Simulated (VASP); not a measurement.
# AlAu: single point with LDA

Crystal: AlAu.

```
Al Au
1.0
     2.79270    0.00000    0.00000
     0.00000    2.79270    0.00000
     0.00000    0.00000    2.79270
Al Au
1 1
Direct
  0.00000 0.00000 0.00000
  0.50000 0.50000 0.50000
```

* Program: VASP 6.6.1
* Task: single point
* Functional: LDA
* Potentials or basis: VASP PAW LDA potentials, release 64 (Al, Au)
* Cutoff: 520 eV
* k mesh: 11 × 11 × 11
* Occupations: fermi-dirac, width 0.05 eV
* Spin: no spin polarisation
* Dipole correction: no
* Further INCAR settings: ALGO = Normal; EDIFF = 1e-07; NBANDS = 14

```yaml
Pressure: 128.2 GPa
Band_gap_on_the_k_mesh: zero (band 7 reaches 20.08 eV, above the bottom of band 8 at 16.55 eV)
```

Levels at points of the mesh, in eV from the Fermi level:
```tsv
k point	band 4	band 5	band 6	band 7	band 8	band 9	band 10	band 11
(0.00, 0.00, 0.00)	-7.03	-7.03	-7.03	2.56	2.56	2.56	7.96	7.96
```

It took 14 s on 1 thread of Intel(R) Xeon(R) Platinum 8375C CPU @ 2.90GHz (Ice Lake), with other jobs on the host, peak memory 0.14 GiB.

Caveat: spin-orbit coupling is left out, which moves the levels of the heavy elements.
